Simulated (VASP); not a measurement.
# Cd (Pm-3m) in VASP: a series of runs

Runs on Cd. Level: PBE. Tasks: single point, relaxation of cell and atoms.

Everything below comes from runs of VASP 6.6.1. Logs are shortened: lines on timing, memory, paths and dates and some standing lists are left out, and cuts for length are marked.

### 1 The cell of the first run

It takes space group Pm-3m (No. 221, cubic). The conventional cell has a = 2.996 Å, b = 2.996 Å, c = 2.996 Å, α = 90.00°, β = 90.00°, γ = 90.00°. Cd (site symmetry m-3m) has 6 Cd at 3.00 Å within 3.9 Å.

### 2 Single point, PBE

The input, INCAR:

```
SYSTEM = Cd
ALGO = Normal ; EDIFF = 1E-6
ENCUT = 520 ; GGA = PE
ISIF = 2 ; ISMEAR = -1
LASPH = .True. ; LCHARG = .False.
LREAL = .False. ; LWAVE = .False.
NBANDS = 12 ; NELM = 60
PREC = Accurate ; SIGMA = 0.08
```

The input, KPOINTS:

```
k-points
0
Gamma
  14 14 14
  0 0 0
```

The input, POSCAR:

```
Cd
1.0
    2.9963825082      0.0000000000      0.0000000000
    0.0000000000      2.9963825082      0.0000000000
    0.0000000000      0.0000000000      2.9963825082
Cd
1
Direct
    0.0000000000      0.0000000000      0.0000000000
```

Potentials or basis: VASP PAW PBE potentials, release 64 (Cd).

Run with:

```
$ cat potpaw_PBE.64/Cd/POTCAR > POTCAR
$ mpirun -np 1 vasp_std > vasp.out
```

OUTCAR:

```text
SYSTEM = Cd
   EDIFF = 1E-6
   ENCUT = 520
   GGA = PE
   ISIF = 2
   ISMEAR = -1
   LASPH = .True.
   LREAL = .False.
   NELM = 60
   PREC = Accurate

 ion  position               nearest neighbor table
   1  0.000  0.000  0.000-

  LATTYP: Found a simple cubic cell.
 ALAT       =     2.9963825082

  Lattice vectors:

 A1 = (   2.9963825082,   0.0000000000,   0.0000000000)
 A2 = (   0.0000000000,   2.9963825082,   0.0000000000)
 A3 = (   0.0000000000,   0.0000000000,   2.9963825082)

Analysis of symmetry for initial positions (statically):
=====================================================================
 Subroutine PRICEL returns:
 Original cell was already a primitive cell.

 Routine SETGRP: Setting up the symmetry group for a
 simple cubic supercell.

 Subroutine GETGRP returns: Found 48 space group operations
 (whereof 48 operations were pure point group operations)
 out of a pool of 48 trial point group operations.

The static configuration has the point symmetry O_h .

Analysis of symmetry for dynamics (positions and initial velocities):
=====================================================================
 Subroutine PRICEL returns:
 Original cell was already a primitive cell.

 Routine SETGRP: Setting up the symmetry group for a
 simple cubic supercell.

 Subroutine GETGRP returns: Found 48 space group operations
 (whereof 48 operations were pure point group operations)
 out of a pool of 48 trial point group operations.

The dynamic configuration has the point symmetry O_h .

 Subroutine INISYM returns: Found 48 space group operations
 (whereof 48 operations are pure point group operations),
 and found     1 'primitive' translations

----------------------------------------------------------------------------------------

                                     Primitive cell

  volume of cell :      26.9024

  direct lattice vectors                    reciprocal lattice vectors
     2.996382508  0.000000000  0.000000000     0.333735762  0.000000000  0.000000000
     0.000000000  2.996382508  0.000000000     0.000000000  0.333735762  0.000000000
     0.000000000  0.000000000  2.996382508     0.000000000  0.000000000  0.333735762

  length of vectors
     2.996382508  2.996382508  2.996382508     0.333735762  0.333735762  0.333735762

  position of ions in fractional coordinates (direct lattice)
     0.000000000  0.000000000  0.000000000

[... 69 lines left out ...]
   ISPIN  =      1    spin polarized calculation?
   LNONCOLLINEAR =      F non collinear calculations
   LSORBIT =      F    spin-orbit coupling
   LASPH  =      T    aspherical Exc in radial PAW
   ENCUT  =  520.0 eV  38.22 Ry    6.18 a.u.   5.57  5.57  5.57*2*pi/ulx,y,z
   NELM   =     60;   NELMIN=  2; NELMDL= -5     # of ELM steps
   EDIFF  = 0.1E-05   stopping-criterion for ELM
   LREAL  =      F    real-space projection
[... 7 lines left out ...]
   TEBEG  =    0.0;   TEEND  =   0.0 temperature during run
   PSTRESS=    0.0 pullay stress
   NELECT =      12.0000    total number of electrons
   NUPDOWN=      -1.0000    fix difference up-down
   EMIN   =  10.00;   EMAX   =-10.00  energy-range for DOS
   EFERMI =   0.00;   METHOD = LEGACY
   ISMEAR =    -1;   SIGMA  =   0.08  broadening in eV -4-tet -1-fermi 0-gaus
   EFERMI_NEDOS =   21; number of points for ismear=-14 and -15
   IALGO  =     38    algorithm
   IMIX   =      4    mixing-type and parameters
     AMIX     =   0.40;   BMIX     =  1.00
     AMIX_MAG =   1.60;   BMIX_MAG =  1.00
  volume/ion in A,a.u.               =      26.90       181.55
  Fermi-wavevector in a.u.,A,eV,Ry     =   1.250848  2.363761 21.287969  1.564622
  Thomas-Fermi vector in A             =   2.384823
   LORBIT       =      0    0 simple, 1 ext, 2 COOP (PROOUT), +10 PAW based schemes
   GGA     = PE    functional components
[... 5 lines left out ...]
 non-spin polarized calculation
  energy-cutoff  :      520.00
  volume of cell :       26.90
 maximum number of plane-waves:       740
 NGX is ok and might be reduce to    24
   NGX = 11   NGY = 11   NGZ = 11

 number of electron      12.0000011 magnetization

 Free energy of the ion-electron system (eV)
  ---------------------------------------------------
  ext. energy  EPLUGINS =         0.00000000
  ---------------------------------------------------
  free energy    TOTEN  =        -0.62725990 eV

  energy without entropy =       -0.61901398  energy(sigma->0) =       -0.62313694

 E-fermi :   1.4004     XC(G=0):  -9.8333

 val. band max:        1.3875726049   @ k =   0.5000   0.3571   0.2143
 cond. band min:       1.4510601154   @ k =   0.5000   0.2857   0.1429
 fundamental gap:      0.0634875105
 Fermi energy:         1.4004421660

 k-point     1 :       0.0000    0.0000    0.0000
  band No.  band energies     occupation
      1      -8.0200      2.00000
      2      -8.0200      2.00000
      3      -6.7200      2.00000
      4      -6.7200      2.00000
      5      -6.7200      2.00000
      6      -5.9764      2.00000
      7      11.1609      0.00000
      8      11.1609      0.00000
      9      11.1609      0.00000
     10      14.6164      0.00000
     11      14.6164      0.00000
     12      15.3883      0.00000
[... 331 lines left out ...]
 k-point    24 :       0.3571    0.2143    0.0000
  band No.  band energies     occupation
      1      -7.7638      2.00000
      2      -7.3164      2.00000
      3      -7.1777      2.00000
      4      -7.0131      2.00000
      5      -6.8369      2.00000
      6      -2.6429      2.00000
      7       3.0728      0.00000
      8       8.3772      0.00000
      9      13.5362      0.00000
     10      14.7723      0.00000
     11      16.3415      0.00000
     12      20.4955      0.00000

 [... further k-points ...]

------------------------ aborting loop because EDIFF is reached ----------------------------------------

  FORCE on cell =-STRESS in cart. coord.  units (eV):
  Direction    XX          YY          ZZ          XY          YZ          ZX
  --------------------------------------------------------------------------------------
  -------------------------------------------------------------------------------------
  Total        0.0361812      0.0361812      0.0361812      0.0000000      0.0000000     -0.0000000
  in kB        2.1547756      2.1547756      2.1547756      0.0000000      0.0000000     -0.0000000
  external PRESSURE =       2.1547756 kB  Pullay stress =       0.0000000 kB

 VOLUME and BASIS-vectors are now :
 -----------------------------------------------------------------------------
  energy-cutoff  :      520.00
  volume of cell :       26.90
      direct lattice vectors                 reciprocal lattice vectors
     2.996382508  0.000000000  0.000000000     0.333735762  0.000000000  0.000000000
     0.000000000  2.996382508  0.000000000     0.000000000  0.333735762  0.000000000
     0.000000000  0.000000000  2.996382508     0.000000000  0.000000000  0.333735762

 POSITION                                       TOTAL-FORCE (eV/Angst)
 -----------------------------------------------------------------------------------
      0.00000      0.00000      0.00000         0.000000      0.000000      0.000000
 -----------------------------------------------------------------------------------
    total drift:                                0.000000     -0.000000      0.000000

  FREE ENERGIE OF THE ION-ELECTRON SYSTEM (eV)
  ---------------------------------------------------
  free  energy   TOTEN  =        -0.6272598960 eV

  energy  without entropy=       -0.6190139793  energy(sigma->0) =       -0.62313694
```

OSZICAR:

```text
N       E                     dE             d eps       ncg     rms          rms(c)
DAV:   1     0.719727996689E+02    0.71973E+02   -0.67516E+03  3016   0.961E+02
DAV:   2     0.752490289692E+00   -0.71220E+02   -0.67550E+02  3124   0.236E+02
DAV:   3    -0.662596294938E+00   -0.14151E+01   -0.14142E+01  3392   0.370E+01
DAV:   4    -0.664663321716E+00   -0.20670E-02   -0.20670E-02  3132   0.140E+00
DAV:   5    -0.664669601131E+00   -0.62794E-05   -0.62793E-05  3436   0.739E-02    0.196E+00
DAV:   6    -0.629876830975E+00    0.34793E-01   -0.91006E-02  3348   0.353E+00    0.168E+00
DAV:   7    -0.627382205312E+00    0.24946E-02   -0.79169E-03  3280   0.825E-01    0.894E-01
DAV:   8    -0.627225739423E+00    0.15647E-03   -0.11676E-03  3112   0.423E-01    0.421E-02
DAV:   9    -0.627256438657E+00   -0.30699E-04   -0.18518E-05  3164   0.365E-02    0.832E-03
DAV:  10    -0.627260040341E+00   -0.36017E-05   -0.32418E-06  3148   0.200E-02    0.126E-03
DAV:  11    -0.627259895981E+00    0.14436E-06   -0.61115E-08  1668   0.188E-03
   1 F= -.62725990E+00 E0= -.62313694E+00  d E =-.824592E-02
```

Wall time 11 s (1 thread of Intel Xeon Platinum 8488C (Sapphire Rapids), shared host); peak memory 0.16 GiB.

What came out:

| Quantity | Value |
| --- | --- |
| Free energy | -0.6273 eV |
| Pressure | 0.2 GPa |
| Band gap on the k mesh | zero (band 6 reaches 5.89 eV, above the bottom of band 7 at -0.59 eV) |

### 3 Single point, PBE

The input, INCAR:

```
PREC = Accurate ; ENCUT = 520
EDIFF = 1E-6 ; ISMEAR = -1
SIGMA = 0.08 ; LREAL = F
LASPH = T ; NELM = 60
ALGO = Normal ; ISIF = 2
LWAVE = F ; LCHARG = F
GGA = PE ; NBANDS = 12
```

The input, KPOINTS:

```
Automatic mesh
0
Gamma
  14 14 14
```

POSCAR is that of step 2.

Potentials or basis: VASP PAW PBE potentials, release 64 (Cd).

Run with:

```
$ cat potpaw_PBE.64/Cd/POTCAR > POTCAR
$ mpirun -np 1 vasp_std > vasp.out
```

Run time: 14 s. Hardware: 1 thread of Intel Xeon Platinum 8488C (Sapphire Rapids), shared host; peak memory 0.16 GiB.

The run converged. Its results:

* Free energy: -0.6273 eV
* Pressure: 0.2 GPa
* Band gap on the k mesh: zero (band 6 reaches 5.89 eV, above the bottom of band 7 at -0.59 eV)

Levels at points of the mesh, in eV from the Fermi level:
```
           k point  band 2  band 3  band 4  band 5  band 6  band 7  band 8  band 9  band 10  band 11
(0.00, 0.00, 0.00)   -9.42   -8.12   -8.12   -8.12   -7.38    9.76    9.76    9.76    13.22    13.22
(0.50, 0.00, 0.00)   -8.79   -8.50   -8.50   -8.09   -2.68   -1.99   13.48   13.48    14.52    14.97
(0.50, 0.50, 0.00)   -9.00   -8.44   -8.44   -7.77    1.24    1.24    1.72    5.67    17.83    17.83
(0.50, 0.50, 0.50)   -9.05   -9.05   -7.74   -7.74    4.49    4.49    4.49    7.02     8.47     9.36
```

### 4 Relaxation of cell and atoms, PBE

This run uses another cell than the first one, of 24.95 Å³/atom, 0.928 times its volume.

The input, INCAR:

```
PREC     = Accurate       # precision mode
ENCUT    = 600            # plane-wave cutoff, eV
EDIFF    = 1E-6           # SCF threshold, eV
ISMEAR   = -1             # smearing method
SIGMA    = 0.08           # smearing width, eV
LREAL    = False          # projectors in reciprocal space
LASPH    = True           # aspherical terms in the spheres
NELM     = 100            # most SCF steps
ALGO     = Normal         # electronic algorithm
ISIF     = 3              # what is computed and relaxed
LWAVE    = False          # write WAVECAR
LCHARG   = False          # write CHGCAR
GGA      = PE             # functional
IBRION   = 2              # ionic algorithm
NSW      = 60             # ionic steps
EDIFFG   = -0.005         # ionic threshold
```

KPOINTS is that of step 3.

The input, POSCAR:

```
Cd
1.0
    2.9222419762      0.0000000000      0.0000000000
    0.0000000000      2.9222419762      0.0000000000
    0.0000000000      0.0000000000      2.9222419762
Cd
1
Direct
    0.0000000000      0.0000000000      0.0000000000
```

Potentials or basis: VASP PAW PBE potentials, release 64 (Cd).

Run with:

```
$ cat potpaw_PBE.64/Cd/POTCAR > POTCAR
$ mpirun -np 1 vasp_std > vasp.out
```

OUTCAR:

```text
PREC = Accurate
   ENCUT = 600
   EDIFF = 1E-6
   ISMEAR = -1
   LREAL = False
   LASPH = True
   NELM = 100
   ISIF = 3
   GGA = PE
   IBRION = 2
   NSW = 60
   EDIFFG = -0.005

 ion  position               nearest neighbor table
   1  0.000  0.000  0.000-

  LATTYP: Found a simple cubic cell.
 ALAT       =     2.9222419762

  Lattice vectors:

 A1 = (   2.9222419762,   0.0000000000,   0.0000000000)
 A2 = (   0.0000000000,   2.9222419762,   0.0000000000)
 A3 = (   0.0000000000,   0.0000000000,   2.9222419762)

Analysis of symmetry for initial positions (statically):
=====================================================================
 Subroutine PRICEL returns:
 Original cell was already a primitive cell.

 Routine SETGRP: Setting up the symmetry group for a
 simple cubic supercell.

 Subroutine GETGRP returns: Found 48 space group operations
[... 176 lines left out ...]
      2      -7.8357      2.00000
      3      -6.3166      2.00000
      4      -6.3166      2.00000
      5      -6.3166      2.00000
      6      -5.9939      2.00000
      7      12.0593      0.00000
      8      12.0593      0.00000
      9      12.0593      0.00000
     10      15.6918      0.00000
[... 508 lines left out ...]
--------------------------------------- Ionic step        7  -------------------------------------------

 number of electron      12.0000010 magnetization

 Free energy of the ion-electron system (eV)
  ---------------------------------------------------
  ext. energy  EPLUGINS =         0.00000000
  ---------------------------------------------------
  free energy    TOTEN  =        -0.62594297 eV

  energy without entropy =       -0.61770605  energy(sigma->0) =       -0.62182451

 E-fermi :   1.3760     XC(G=0):  -9.8116

 val. band max:        1.3643483917   @ k =   0.4286   0.1429   0.1429
 cond. band min:       1.4322737479   @ k =   0.5000   0.2857   0.1429
 fundamental gap:      0.0679253563
 Fermi energy:         1.3760240241

 k-point     1 :       0.0000    0.0000    0.0000
  band No.  band energies     occupation
      1      -8.0315      2.00000
      2      -8.0315      2.00000
      3      -6.7438      2.00000
      4      -6.7438      2.00000
      5      -6.7438      2.00000
      6      -5.9753      2.00000
      7      11.1091      0.00000
      8      11.1091      0.00000
      9      11.1091      0.00000
     10      14.5544      0.00000
[... 327 lines left out ...]
  FREE ENERGIE OF THE ION-ELECTRON SYSTEM (eV)
  ---------------------------------------------------
  free  energy   TOTEN  =        -0.6259429696 eV

  energy  without entropy=       -0.6177060545  energy(sigma->0) =       -0.62182451

 reached required accuracy - stopping structural energy minimisation
```

Wall time 38 s (1 thread of Intel Xeon Platinum 8488C (Sapphire Rapids), shared host); peak memory 0.17 GiB.

Results:

```yaml
Free_energy: -0.6259 eV
Relaxed_volume: 27.02 Å³/atom
Relaxed_cell: a = 3.001 Å, b = 3.001 Å, c = 3.001 Å, α = 90.00°, β = 90.00°, γ = 90.00°
Space_group_after_relaxing_to_0.05_Å: Pm-3m (No. 221)
Energy_gained_by_relaxing: 18.0 meV/atom
Ionic_steps: 7
Pressure_after_relaxing: 0.0 GPa
Band_gap_on_the_k_mesh: zero (band 6 reaches 5.86 eV, above the bottom of band 7 at -0.59 eV)
```

Step by step:
| step | energy change (eV) | largest force (eV/Å) | pressure (GPa) | volume (Å³) |
| --- | --- | --- | --- | --- |
| 1 | 0.0000 | 0.0000 | 3.04 | 24.95 |
| 2 | -0.0177 | 0.0000 | 0.37 | 26.71 |
| 3 | -0.0180 | 0.0000 | 0.04 | 27.04 |
| 4 | -0.0180 | 0.0000 | -0.05 | 27.08 |
| 5 | -0.0180 | 0.0000 | -0.04 | 27.05 |
| 6 | -0.0180 | 0.0000 | 0.09 | 26.96 |
| 7 | -0.0180 | 0.0000 | 0.02 | 27.02 |

Final structure:
```
Cd
1.0
     3.00085    0.00000    0.00000
     0.00000    3.00085    0.00000
     0.00000    0.00000    3.00085
Cd
1
Direct
  0.00000 0.00000 0.00000
```
